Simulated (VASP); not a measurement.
# LiNbO3 (R-3c) in VASP: further runs

Runs on LiNbO3. Level: PBE. Tasks: single point, relaxation of cell and atoms.

Program: VASP 6.6.1. These are calculated values, not measurements. Logs are shortened: lines on timing, memory, paths and dates and some standing lists are left out, and cuts for length are marked.

## Step 1: The cell of the first run

Symmetry: R-3c, No. 167, trigonal system. The conventional cell has a = 5.223 Å, b = 5.223 Å, c = 13.795 Å, α = 90.00°, β = 90.00°, γ = 120.00°. Within 2.6 Å of Li (site symmetry 32) lie 3 O at 1.99 Å. Within 2.6 Å of Nb (site symmetry -3) lie 6 O at 2.00 Å. Within 2.6 Å of O (site symmetry 2) lie 1 Li at 1.99 Å and 2 Nb at 2.00 Å.

## Step 2: Single point, PBE

File INCAR:

```
ALGO = Normal
EDIFF = 1E-7
ENCUT = 520
GGA = PE
ISIF = 2
ISMEAR = 0
LASPH = T
LCHARG = T
LELF = T
LREAL = F
LVHAR = T
LWAVE = F
NBANDS = 45
NELM = 80
PREC = Accurate
SIGMA = 0.02
```

File KPOINTS:

```
k-points
0
Gamma
  6 6 6
```

File POSCAR:

```
LiNbO3
1.0
    2.6115295164      1.5077672693      4.5982601985
   -2.6115295164      1.5077672693      4.5982601985
    0.0000000000     -3.0155345385      4.5982601985
Li Nb O
2 2 6
Direct
    0.2500000000      0.2500000000      0.2500000000
    0.7500000000      0.7500000000      0.7500000000
    0.0000000000      0.0000000000      0.0000000000
    0.5000000000      0.5000000000      0.5000000000
    0.1303750776      0.3696249224      0.7500000000
    0.7500000000      0.1303750776      0.3696249224
    0.3696249224      0.7500000000      0.1303750776
    0.8696249224      0.6303750776      0.2500000000
    0.2500000000      0.8696249224      0.6303750776
    0.6303750776      0.2500000000      0.8696249224
```

Potentials or basis: VASP PAW PBE potentials, release 64 (Li_sv, Nb_sv, O).

The run is started by

```console
$ cat potpaw_PBE.64/Li_sv/POTCAR potpaw_PBE.64/Nb_sv/POTCAR potpaw_PBE.64/O/POTCAR > POTCAR
$ mpirun -np 1 vasp_std > vasp.out
```

OUTCAR:

```text
EDIFF = 1E-7
   ENCUT = 520
   GGA = PE
   ISIF = 2
   ISMEAR = 0
   LASPH = T
   LREAL = F
   NELM = 80
   PREC = Accurate

 ion  position               nearest neighbor table
   1  0.250  0.250  0.250-   9 1.99  10 1.99   8 1.99
   2  0.750  0.750  0.750-   6 1.99   7 1.99   5 1.99
   3  0.000  0.000  0.000-   6 2.00   9 2.00   8 2.00   5 2.00   7 2.00  10 2.00
   4  0.500  0.500  0.500-   7 2.00  10 2.00   8 2.00   5 2.00   9 2.00   6 2.00
   5  0.130  0.370  0.750-   2 1.99   3 2.00   4 2.00
   6  0.750  0.130  0.370-   2 1.99   3 2.00   4 2.00
   7  0.370  0.750  0.130-   2 1.99   4 2.00   3 2.00
   8  0.870  0.630  0.250-   1 1.99   3 2.00   4 2.00
   9  0.250  0.870  0.630-   1 1.99   3 2.00   4 2.00
  10  0.630  0.250  0.870-   1 1.99   4 2.00   3 2.00

  LATTYP: Found a trigonal (rhomboedric) cell.
 ALAT       =     5.4988585549
 COS(alpha) =     0.5488979758

  Lattice vectors:

 A1 = (   2.6115295164,   1.5077672693,   4.5982601985)
 A2 = (  -2.6115295164,   1.5077672693,   4.5982601985)
 A3 = (   0.0000000000,  -3.0155345385,   4.5982601985)

Analysis of symmetry for initial positions (statically):
=====================================================================
 Subroutine PRICEL returns:
 Original cell was already a primitive cell.

 Routine SETGRP: Setting up the symmetry group for a
 trigonal (rhombohedral) supercell.

 Subroutine GETGRP returns: Found 12 space group operations
 (whereof  6 operations were pure point group operations)
 out of a pool of 12 trial point group operations.

The static configuration has the point symmetry S_6 .
 The point group associated with its full space group is D_3d.

Analysis of symmetry for dynamics (positions and initial velocities):
=====================================================================
 Subroutine PRICEL returns:
 Original cell was already a primitive cell.

 Routine SETGRP: Setting up the symmetry group for a
 trigonal (rhombohedral) supercell.

 Subroutine GETGRP returns: Found 12 space group operations
 (whereof  6 operations were pure point group operations)
 out of a pool of 12 trial point group operations.

The dynamic configuration has the point symmetry S_6 .
 The point group associated with its full space group is D_3d.

 Subroutine INISYM returns: Found 12 space group operations
 (whereof  6 operations are pure point group operations),
 and found     1 'primitive' translations

[... 117 lines left out ...]
   ISYM   =      2    0-nonsym 1-usesym 2-fastsym
   POTIM  = 0.5000    time-step for ionic-motion
   TEBEG  =    0.0;   TEEND  =   0.0 temperature during run
   PSTRESS=    0.0 pullay stress
   NELECT =      68.0000    total number of electrons
   NUPDOWN=      -1.0000    fix difference up-down
   EMIN   =  10.00;   EMAX   =-10.00  energy-range for DOS
   EFERMI =   0.00;   METHOD = LEGACY
   ISMEAR =     0;   SIGMA  =   0.02  broadening in eV -4-tet -1-fermi 0-gaus
   EFERMI_NEDOS =   21; number of points for ismear=-14 and -15
   IALGO  =     38    algorithm
   IMIX   =      4    mixing-type and parameters
     AMIX     =   0.40;   BMIX     =  1.00
     AMIX_MAG =   1.60;   BMIX_MAG =  1.00
  volume/ion in A,a.u.               =      10.86        73.31
  Fermi-wavevector in a.u.,A,eV,Ry     =   1.400403  2.646378 26.682785  1.961129
  Thomas-Fermi vector in A             =   2.523367
   LORBIT       =      0    0 simple, 1 ext, 2 COOP (PROOUT), +10 PAW based schemes
   GGA     = PE    functional components
   LHFCALC =     F    Hartree Fock is set to
   AEXX    =    0.0000 exact exchange contribution
   IVDW    =     0    specifies the selected vdW correction
   LEPSILON=     F    determine dielectric tensor
   LRPA    =     F    only Hartree local field effects (RPA)
 non-spin polarized calculation
 Gauss-broadening in eV      SIGMA  =   0.02
  energy-cutoff  :      520.00
  volume of cell :      108.64
 maximum number of plane-waves:      2952
 NGX is ok and might be reduce to    42
   NGX = 21   NGY = 21   NGZ = 21

 number of electron      68.0000002 magnetization

 Free energy of the ion-electron system (eV)
  ---------------------------------------------------
  ext. energy  EPLUGINS =         0.00000000
  ---------------------------------------------------
  free energy    TOTEN  =       -79.74626593 eV

  energy without entropy =      -79.74626593  energy(sigma->0) =      -79.74626593

 E-fermi :   3.6419     XC(G=0): -10.6875

 val. band max:        3.5452178022   @ k =  -0.1667   0.1667   0.0000
 cond. band min:       6.0358067877   @ k =   0.5000   0.5000   0.0000
 fundamental gap:      2.4905889855
 Fermi energy:         3.6419159990

 k-point     1 :       0.0000    0.0000    0.0000
  band No.  band energies     occupation
      1     -50.9932      2.00000
      2     -50.9792      2.00000
      3     -39.3909      2.00000
      4     -39.3893      2.00000
      5     -27.1975      2.00000
      6     -27.1975      2.00000
[... 1141 lines left out ...]
     44      13.2951      0.00000
     45      13.5897      0.00000

 [... further k-points ...]

------------------------ aborting loop because EDIFF is reached ----------------------------------------

  FORCE on cell =-STRESS in cart. coord.  units (eV):
  Direction    XX          YY          ZZ          XY          YZ          ZX
  --------------------------------------------------------------------------------------
  -------------------------------------------------------------------------------------
  Total       -0.2183347     -0.2183347     -0.2615789      0.0000000     -0.0000000      0.0000000
  in kB       -3.2200261     -3.2200261     -3.8577966      0.0000000     -0.0000000      0.0000000
  external PRESSURE =      -3.4326163 kB  Pullay stress =       0.0000000 kB

 VOLUME and BASIS-vectors are now :
 -----------------------------------------------------------------------------
  energy-cutoff  :      520.00
  volume of cell :      108.64
      direct lattice vectors                 reciprocal lattice vectors
     2.611529516  1.507767269  4.598260199     0.191458682  0.110538722  0.072491186
    -2.611529516  1.507767269  4.598260199    -0.191458682  0.110538722  0.072491186
     0.000000000 -3.015534538  4.598260199     0.000000000 -0.221077444  0.072491186

 POSITION                                       TOTAL-FORCE (eV/Angst)
 -----------------------------------------------------------------------------------
      0.00000      0.00000      3.44870        -0.000000      0.000000      0.000000
      0.00000      0.00000     10.34609        -0.000000      0.000000      0.000000
      0.00000      0.00000      0.00000        -0.000000      0.000000      0.000000
      0.00000      0.00000      6.89739        -0.000000      0.000000      0.000000
     -0.62481     -1.50777      5.74783         0.019048      0.000000     -0.000000
      1.61817      0.21278      5.74783        -0.009524      0.016496      0.000000
     -0.99336      1.29498      5.74783        -0.009524     -0.016496      0.000000
      0.62481      1.50777      8.04696        -0.019048      0.000000      0.000000
     -1.61817     -0.21278      8.04696         0.009524     -0.016496      0.000000
      0.99336     -1.29498      8.04696         0.009524      0.016496      0.000000
 -----------------------------------------------------------------------------------
    total drift:                                0.000000      0.000000     -0.000000

  FREE ENERGIE OF THE ION-ELECTRON SYSTEM (eV)
  ---------------------------------------------------
  free  energy   TOTEN  =       -79.7462659299 eV

  energy  without entropy=      -79.7462659299  energy(sigma->0) =      -79.74626593
```

stdout:

```text
POSCAR found type information on POSCAR LiNbO
 POSCAR found :  3 types and      10 ions
 scaLAPACK will be used
 LDA part: xc-table for (Slater+PW92), standard interpolation
 POSCAR, INCAR and KPOINTS ok, starting setup
 FFT: planning ... GRIDC
 FFT: planning ... GRID_SOFT
 FFT: planning ... GRID
 WAVECAR not read
 entering main loop
```

Run time: 7.2 min. Hardware: 1 thread of Intel Xeon 8259CL, shared host; peak memory 0.32 GiB.

Results:

```yaml
Free_energy: -79.7463 eV
Largest_force: 0.019 eV/Å
Band_gap_on_the_k_mesh: 2.49 eV (least direct gap 2.61 eV)
```

Forces in eV/Å, atoms in the order of the input:
```
Li   0.000  0.000  0.000
Li   0.000  0.000  0.000
Nb   0.000  0.000  0.000
Nb   0.000  0.000  0.000
O    0.019  0.000  0.000
O   -0.010  0.016  0.000
O   -0.010 -0.016  0.000
O   -0.019  0.000  0.000
O    0.010 -0.016  0.000
O    0.010  0.016  0.000
```

Caveat: the cutoff is under 1.25 times the usual one of these potentials, so pressure, stress and relaxed cells hold a basis-set (Pulay) error. Expect the measured gap to be larger: semilocal functionals such as PBE lack the derivative discontinuity.

## Step 3: Single point, PBE

This run uses another cell than the first one, of 11.19 Å³/atom.

File INCAR:

```
ALGO     = Normal         # electronic algorithm
EDIFF    = 1E-7           # SCF threshold, eV
ENCUT    = 520            # plane-wave cutoff, eV
GGA      = PE             # functional
ISIF     = 2              # what is computed and relaxed
ISMEAR   = 0              # smearing method
LASPH    = T              # aspherical terms in the spheres
LCHARG   = F              # write CHGCAR
LREAL    = F              # projectors in reciprocal space
LWAVE    = F              # write WAVECAR
NBANDS   = 45             # bands
NELM     = 60             # most SCF steps
PREC     = Accurate       # precision mode
SIGMA    = 0.1            # smearing width, eV
```

KPOINTS is that of step 2.

File POSCAR:

```
LiNbO3
1.0
    2.6448998000      1.5270336100      4.6161699300
   -2.6448998000      1.5270336100      4.6161699300
    0.0000000000     -3.0540672200      4.6161699300
Li Nb O
2 2 6
Direct
    0.2500000000      0.2500000000      0.2500000000
    0.7500000000      0.7500000000      0.7500000000
    0.0000000000      0.0000000000      0.0000000000
    0.5000000000      0.5000000000      0.5000000000
    0.1435500000      0.3564500000      0.7500000000
    0.7500000000      0.1435500000      0.3564500000
    0.3564500000      0.7500000000      0.1435500000
    0.8564500000      0.6435500000      0.2500000000
    0.2500000000      0.8564500000      0.6435500000
    0.6435500000      0.2500000000      0.8564500000
```

Potentials or basis: VASP PAW PBE potentials, release 64 (Li_sv, Nb_sv, O).

The run is started by

```console
$ cat potpaw_PBE.64/Li_sv/POTCAR potpaw_PBE.64/Nb_sv/POTCAR potpaw_PBE.64/O/POTCAR > POTCAR
$ mpirun -np 1 vasp_std > vasp.out
```

Run time: 7.6 min. Hardware: 1 thread of Intel Xeon 8259CL, shared host; peak memory 0.33 GiB.

It converged, with:

- Free energy: -79.6794 eV
- Largest force: 0.231 eV/Å
- Band gap on the k mesh: 2.40 eV (least direct gap 2.53 eV)

Forces in eV/Å, atoms in the order of the input:
```
Li   0.000  0.000  0.000
Li   0.000  0.000  0.000
Nb   0.000  0.000  0.000
Nb   0.000  0.000  0.000
O   -0.231  0.000  0.000
O    0.116 -0.200  0.000
O    0.116  0.200  0.000
O    0.231  0.000  0.000
O   -0.116  0.200  0.000
O   -0.116 -0.200  0.000
```

Levels at points of the mesh, in eV from the valence-band top:
| k point | band 31 | band 32 | band 33 | band 34 | band 35 | band 36 | band 37 | band 38 |
| --- | --- | --- | --- | --- | --- | --- | --- | --- |
| (0.00, 0.00, 0.00) | -0.28 | -0.18 | -0.15 | -0.15 | 2.43 | 2.43 | 2.61 | 4.69 |
| (0.50, 0.00, 0.00) | -0.33 | -0.33 | -0.24 | -0.24 | 4.04 | 4.04 | 4.10 | 4.10 |
| (0.50, 0.50, 0.00) | -1.02 | -0.42 | -0.36 | -0.18 | 2.40 | 3.69 | 4.03 | 4.30 |
| (0.50, 0.50, 0.50) | -0.34 | -0.34 | -0.34 | -0.34 | 4.10 | 4.10 | 4.35 | 4.35 |

Caveat: the cutoff is under 1.25 times the usual one of these potentials, so pressure, stress and relaxed cells hold a basis-set (Pulay) error.

(Part 1 of 2 ends here.)
